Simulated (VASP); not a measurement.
Set up this calculation in VASP 6.6.1, as the native input.

```yaml
Task: single point
Functional: PBE
Potentials_or_basis: VASP PAW PBE potentials, release 64 (Sn_d, O)
Cutoff: 520 eV
k_mesh: 6 × 6 × 6
Occupations: gaussian, width 0.1 eV
Spin: no spin polarisation
Dipole_correction: no
Further_INCAR_settings: ALGO = Normal; EDIFF = 1e-06; NBANDS = 17
```

The structure of SnO lies in POSCAR:

```
SnO
1.0
    3.3219574200      0.0000000000      0.0000000000
    0.0000000000      3.3219574200      0.0000000000
    0.0000000000      0.0000000000      3.3219574200
Sn O
1 1
Direct
    0.5000000000      0.5000000000      0.5000000000
    0.0000000000      0.0000000000      0.0000000000
```

One way to write it, as run:

INCAR

```
  PREC = Accurate
  ENCUT = 520
  EDIFF = 1E-6
  ISMEAR = 0
  SIGMA = 0.1
  LREAL = False
  LASPH = True
  NELM = 80
  ALGO = Normal
  ISIF = 2
  LWAVE = False
  LCHARG = False
  GGA = PE
  NBANDS = 17
```

KPOINTS

```
Automatic mesh
0
Gamma
  6 6 6
```

Potentials or basis: VASP PAW PBE potentials, release 64 (Sn_d, O).

Launch:

```sh
$ cat potpaw_PBE.64/Sn_d/POTCAR potpaw_PBE.64/O/POTCAR > POTCAR
$ mpirun -np 1 vasp_std > vasp.out
```

Results of the run:

```json
{
 "Pressure": "-11.8 GPa",
 "Band gap on the k mesh": "0.57 eV, indirect (least direct gap 1.04 eV)"
}
```

Caveat: spin-orbit coupling is left out, which moves the levels of the heavy elements.

It took 15 s on 1 thread of AMD EPYC 7R13 Processor (Zen 3), with other jobs on the host, peak memory 0.13 GiB.
